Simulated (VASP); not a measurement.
# AgO (F-43m) in VASP: single point with r2SCAN

Aim: the single point of AgO with r2SCAN.

Program: VASP 6.6.1. These are calculated values, not measurements. Logs are shortened: lines on timing, memory, paths and dates and some standing lists are left out, and cuts for length are marked.

### Step 1. The cell of the first run

The structure is cubic, space group F-43m (No. 216). The conventional cell has a = 5.012 Å, b = 5.012 Å, c = 5.012 Å, α = 90.00°, β = 90.00°, γ = 90.00°. Within 2.9 Å of Ag (site symmetry -43m) lie 4 O at 2.17 Å. O (site symmetry -43m) has 4 Ag at 2.17 Å within 2.9 Å.

### Step 2. Single point, r2SCAN, collinear spin, ferromagnetic start

POSCAR reads:

```
AgO
1.0
    0.0000000000      2.5058615814      2.5058615814
    2.5058615814      0.0000000000      2.5058615814
    2.5058615814      2.5058615814      0.0000000000
Ag O
1 1
Direct
    0.0000000000      0.0000000000      0.0000000000
    0.7500000000      0.7500000000      0.7500000000
```

INCAR.step1 reads:

```
SYSTEM = AgO
  ALGO = Normal
  EDIFF = 1E-4
  ENCUT = 520
  GGA = PE
  ISMEAR = 0
  ISPIN = 2
  LASPH = .TRUE.
  LCHARG = .FALSE.
  LMAXMIX = 4
  LREAL = .FALSE.
  LWAVE = .TRUE.
  MAGMOM = -0.38 -0.57
  NBANDS = 20
  NELM = 150
  PREC = Accurate
  SIGMA = 0.1
```

INCAR.step2 reads:

```
SYSTEM = AgO
  ALGO = Normal
  EDIFF = 1E-7
  ENCUT = 520
  ISIF = 2
  ISMEAR = 0
  ISPIN = 2
  ISTART = 1
  LASPH = .TRUE.
  LCHARG = .FALSE.
  LMAXMIX = 4
  LMIXTAU = .TRUE.
  LORBIT = 11
  LREAL = .FALSE.
  LWAVE = .FALSE.
  MAGMOM = -0.38 -0.57
  METAGGA = R2SCAN
  NBANDS = 20
  NELM = 150
  PREC = Accurate
  SIGMA = 0.1
```

KPOINTS reads:

```
k-points
0
G
  14 14 14
  0 0 0
```

Potentials or basis: VASP PAW PBE potentials, release 64 (Ag, O).

Run with:

```console
$ cat potpaw_PBE.64/Ag/POTCAR potpaw_PBE.64/O/POTCAR > POTCAR
$ cp INCAR.step1 INCAR
$ mpirun -np 1 vasp_std > vasp.out
$ cp INCAR.step2 INCAR
$ mpirun -np 1 vasp_std > vasp.out
```

OUTCAR:

```text
SYSTEM = AgO
   EDIFF = 1E-7
   ENCUT = 520
   ISIF = 2
   ISMEAR = 0
   ISPIN = 2
   ISTART = 1
   LASPH = .TRUE.
   LORBIT = 11
   LREAL = .FALSE.
   METAGGA = R2SCAN
   NELM = 150
   PREC = Accurate

 ion  position               nearest neighbor table
   1  0.000  0.000  0.000-   2 2.17   2 2.17   2 2.17   2 2.17
   2  0.750  0.750  0.750-   1 2.17   1 2.17   1 2.17   1 2.17

  LATTYP: Found a face centered cubic cell.
 ALAT       =     5.0117231628

  Lattice vectors:

 A1 = (   0.0000000000,   2.5058615814,   2.5058615814)
 A2 = (   2.5058615814,   0.0000000000,   2.5058615814)
 A3 = (   2.5058615814,   2.5058615814,   0.0000000000)

Analysis of symmetry for initial positions (statically):
=====================================================================
 Subroutine PRICEL returns:
 Original cell was already a primitive cell.

 Routine SETGRP: Setting up the symmetry group for a
 face centered cubic supercell.

 Subroutine GETGRP returns: Found 24 space group operations
 (whereof 24 operations were pure point group operations)
 out of a pool of 48 trial point group operations.

The static configuration has the point symmetry T_d .

Analysis of symmetry for dynamics (positions and initial velocities):
=====================================================================
 Subroutine PRICEL returns:
 Original cell was already a primitive cell.

 Routine SETGRP: Setting up the symmetry group for a
 face centered cubic supercell.

 Subroutine GETGRP returns: Found 24 space group operations
 (whereof 24 operations were pure point group operations)
 out of a pool of 48 trial point group operations.

The dynamic configuration has the point symmetry T_d .

Analysis of structural, dynamic, and magnetic symmetry:
=====================================================================
 Subroutine PRICEL returns:
 Original cell was already a primitive cell.

 Routine SETGRP: Setting up the symmetry group for a
 face centered cubic supercell.

 Subroutine GETGRP returns: Found 24 space group operations
 (whereof 24 operations were pure point group operations)
 out of a pool of 48 trial point group operations.

The overall configuration has the point symmetry T_d .

 Subroutine INISYM returns: Found 24 space group operations
 (whereof 24 operations are pure point group operations),
 and found     1 'primitive' translations

----------------------------------------------------------------------------------------

                                     Primitive cell

[... 113 lines left out ...]
  Thomas-Fermi vector in A             =   2.462158
   LORBIT       =     11    0 simple, 1 ext, 2 COOP (PROOUT), +10 PAW based schemes
   METAGGA = R2SCAN    functional components
   LHFCALC =     F    Hartree Fock is set to
   AEXX    =    0.0000 exact exchange contribution
   IVDW    =     0    specifies the selected vdW correction
   LEPSILON=     F    determine dielectric tensor
   LRPA    =     F    only Hartree local field effects (RPA)
 spin polarized calculation
 Gauss-broadening in eV      SIGMA  =   0.10
  energy-cutoff  :      520.00
  volume of cell :       31.47
 maximum number of plane-waves:       877
   NGX = 13   NGY = 13   NGZ = 13

 number of electron      16.9999997 magnetization      -0.0013813

 number of electron      16.9999997 magnetization       0.0001120

 Free energy of the ion-electron system (eV)
  ---------------------------------------------------
  ext. energy  EPLUGINS =         0.00000000
  ---------------------------------------------------
  free energy    TOTEN  =       -26.96404292 eV

  energy without entropy =      -26.95202961  energy(sigma->0) =      -26.95803627

 E-fermi :   3.1946     XC(G=0): -10.9822

 val. band max:        3.1776447338   @ k =   0.2857   0.2143   0.0000
 cond. band min:       3.1950763264   @ k =  -0.4286   0.0714   0.0000
 fundamental gap:      0.0174315926
 Fermi energy:         3.1945741542

 spin component 1

 k-point     1 :       0.0000    0.0000    0.0000
  band No.  band energies     occupation
      1     -15.4651      1.00000
      2      -2.1209      1.00000
      3      -2.1209      1.00000
      4      -2.1209      1.00000
      5       0.2027      1.00000
      6       0.2027      1.00000
[... 541 lines left out ...]
     19      28.1665      0.00000
     20      30.1295      0.00000

 [... further k-points ...]

 spin component 2

 k-point     1 :       0.0000    0.0000    0.0000
  band No.  band energies     occupation
      1     -15.4650      1.00000
      2      -2.1208      1.00000
      3      -2.1208      1.00000
      4      -2.1208      1.00000
      5       0.2028      1.00000
      6       0.2028      1.00000
[... 541 lines left out ...]
     19      28.1665      0.00000
     20      30.1295      0.00000

 [... further k-points ...]

------------------------ aborting loop because EDIFF is reached ----------------------------------------

  FORCE on cell =-STRESS in cart. coord.  units (eV):
  Direction    XX          YY          ZZ          XY          YZ          ZX
  --------------------------------------------------------------------------------------
  -------------------------------------------------------------------------------------
  Total       -0.3248022     -0.3248022     -0.3248022      0.0000000      0.0000000     -0.0000000
  in kB      -16.5359165    -16.5359165    -16.5359165      0.0000000      0.0000000     -0.0000000
  external PRESSURE =     -16.5359165 kB  Pullay stress =       0.0000000 kB

 VOLUME and BASIS-vectors are now :
 -----------------------------------------------------------------------------
  energy-cutoff  :      520.00
  volume of cell :       31.47
      direct lattice vectors                 reciprocal lattice vectors
     0.000000000  2.505861581  2.505861581    -0.199532170  0.199532170  0.199532170
     2.505861581  0.000000000  2.505861581     0.199532170 -0.199532170  0.199532170
     2.505861581  2.505861581  0.000000000     0.199532170  0.199532170 -0.199532170

 POSITION                                       TOTAL-FORCE (eV/Angst)
 -----------------------------------------------------------------------------------
      0.00000      0.00000      0.00000         0.000000      0.000000      0.000000
      3.75879      3.75879      3.75879        -0.000000     -0.000000     -0.000000
 -----------------------------------------------------------------------------------
    total drift:                               -0.000006     -0.000006     -0.000006

  FREE ENERGIE OF THE ION-ELECTRON SYSTEM (eV)
  ---------------------------------------------------
  free  energy   TOTEN  =       -26.9640429248 eV

  energy  without entropy=      -26.9520296109  energy(sigma->0) =      -26.95803627

 total charge

# of ion       s       p       d       tot
------------------------------------------
    1        0.313   0.301   9.109   9.724
    2        1.582   3.303   0.000   4.885
--------------------------------------------------
tot          1.896   3.605   9.109  14.610

 magnetization (x)

# of ion       s       p       d       tot
------------------------------------------
    1       -0.000   0.000   0.000   0.000
    2        0.000   0.000   0.000   0.000
--------------------------------------------------
tot         -0.000   0.000   0.000   0.000
```

OSZICAR.step1:

```text
N       E                     dE             d eps       ncg     rms          rms(c)
DAV:   1     0.964256230451E+02    0.96426E+02   -0.78774E+03  8376   0.772E+02
DAV:   2    -0.595336233490E+01   -0.10238E+03   -0.92324E+02  9300   0.212E+02
DAV:   3    -0.930482820875E+01   -0.33515E+01   -0.33099E+01  9848   0.384E+01
DAV:   4    -0.932104654934E+01   -0.16218E-01   -0.16216E-01  9168   0.286E+00
DAV:   5    -0.932119958166E+01   -0.15303E-03   -0.15303E-03  9616   0.272E-01    0.128E+01
DAV:   6    -0.779272661918E+01    0.15285E+01   -0.74192E+00  9012   0.300E+01    0.114E+01
DAV:   7    -0.730236113094E+01    0.49037E+00   -0.14112E+00  8720   0.125E+01    0.587E+00
DAV:   8    -0.729584793094E+01    0.65132E-02   -0.24117E-01  8928   0.334E+00    0.120E+00
DAV:   9    -0.729310423213E+01    0.27437E-02   -0.73731E-03  8928   0.874E-01    0.452E-01
DAV:  10    -0.729298520315E+01    0.11903E-03   -0.28523E-03  9408   0.349E-01    0.167E-01
DAV:  11    -0.729314614495E+01   -0.16094E-03   -0.14699E-04  8108   0.992E-02    0.109E-01
DAV:  12    -0.729331817309E+01   -0.17203E-03   -0.13031E-04  7644   0.900E-02    0.694E-02
DAV:  13    -0.729338665880E+01   -0.68486E-04   -0.62899E-05  4780   0.596E-02
   1 F= -.72933867E+01 E0= -.72870894E+01  d E =-.125945E-01  mag=    -0.0455
```

Wall time 8.7 min (1 thread of Intel Xeon Platinum 8259CL at 2.50GHz (Skylake/Cascade Lake), shared host); peak memory 0.25 GiB.

What came out:

```
Free energy                                           : -26.9640 eV
Pressure                                              : -1.7 GPa
Net moment                                            : 0.00 μB per cell
Valence electrons inside the program's atomic spheres : Ag 9.72; O 4.88
```

Levels at points of the mesh, in eV from the Fermi level:
Spin up:
```tsv
k point	band 6	band 7	band 8	band 9	band 10	band 11	band 12	band 13
(0.00, 0.00, 0.00)	-2.99	0.76	0.79	0.79	0.79	14.34	14.34	14.34
(0.50, 0.00, 0.00)	-2.83	-2.64	-0.02	-0.02	5.80	7.20	14.11	14.11
(0.50, 0.50, 0.00)	-2.71	-1.70	-1.25	-1.25	6.38	9.05	11.63	13.68
```
Spin down:
```csv
k point,band 6,band 7,band 8,band 9,band 10,band 11,band 12,band 13
"(0.00, 0.00, 0.00)",-2.99,0.76,0.79,0.79,0.79,14.34,14.34,14.34
"(0.50, 0.00, 0.00)",-2.83,-2.64,-0.02,-0.02,5.80,7.20,14.11,14.11
"(0.50, 0.50, 0.00)",-2.71,-1.70,-1.25,-1.25,6.38,9.05,11.63,13.68
```

Caveat: the PAW data sets were made with another functional, which shifts forces and pressure a little.
